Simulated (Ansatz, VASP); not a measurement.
# As in VASP and in Ansatz

```
As
1.0
    -1.65939    1.65939    1.65939
     1.65939   -1.65939    1.65939
     1.65939    1.65939   -1.65939
As
1
Direct
  0.00000 0.00000 0.00000
```

Alike in both runs: task single point; functional PBE; k mesh 15 × 15 × 15; occupations fermi-dirac, width 0.1 eV; no spin polarisation.

|  | VASP | Ansatz |
| --- | --- | --- |
| version | VASP 6.6.1 | Ansatz 0.2.0 |
| potentials or method | VASP PAW PBE potentials, release 64 (As), cutoff 520 eV | plane waves (420 eV) with PAW, scalar-relativistic |
| valence electrons in the cell | 5 | 15 |

Ansatz gave:

* pressure (GPa): 3.5

Problem. Which values does VASP return?

Solution. Pressure (GPa): 3.6.

VASP's potentials hold 5 valence electrons a cell and Ansatz's 15, so a difference there can come from the potentials and not from the codes.
